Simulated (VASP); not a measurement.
Write the native input for VASP 6.6.1 that does the following.

```yaml
Task: single point
Functional: PBEsol
Dispersion: D3(BJ)
Potentials_or_basis: VASP PAW PBE potentials, release 64 (Al, N)
Cutoff: 520 eV
k_mesh: 12 × 12 × 6
Occupations: gaussian, width 0.1 eV
Spin: no spin polarisation
Dipole_correction: no
Further_INCAR_settings: ALGO = Normal; EDIFF = 1e-07; NBANDS = 16
```

The structure of AlN lies in POSCAR:

```
AlN
1.0
    3.2271522099      0.0000000000      0.0000000000
   -1.6135761049      2.7947952147      0.0000000000
    0.0000000000      0.0000000000      4.0801418759
Al N
2 2
Direct
    0.3333333333      0.6666666667      0.7500000000
    0.6666666667      0.3333333333      0.2500000000
    0.3333333333      0.6666666667      0.2500000000
    0.6666666667      0.3333333333      0.7500000000
```

These files were run (other wordings do the same):

INCAR

```
  PREC = Accurate
  ENCUT = 520
  EDIFF = 1E-7
  ISMEAR = 0
  SIGMA = 0.1
  LREAL = False
  LASPH = True
  NELM = 60
  ALGO = Normal
  ISIF = 2
  LWAVE = False
  LCHARG = True
  GGA = PS
  IVDW = 12
  LELF = True
  LVHAR = True
  NBANDS = 16
```

KPOINTS

```
regular mesh
0
Gamma
  12 12 6
```

Potentials or basis: VASP PAW PBE potentials, release 64 (Al, N).

Run with:

```bash
$ cat potpaw_PBE.64/Al/POTCAR potpaw_PBE.64/N/POTCAR > POTCAR
$ mpirun -np 1 vasp_std > vasp.out
```

It gave:

| Quantity | Value |
| --- | --- |
| Pressure | 10.4 GPa |
| Band gap on the k mesh | 3.76 eV, direct |
| Dispersion energy per atom | -0.257 eV |

Caveat: the PAW data sets were made with another functional, which shifts forces and pressure a little.

Run time: 24 s on 1 thread of Intel(R) Xeon(R) Platinum 8375C CPU @ 2.90GHz (Ice Lake) (shared host), peak memory 0.18 GiB.
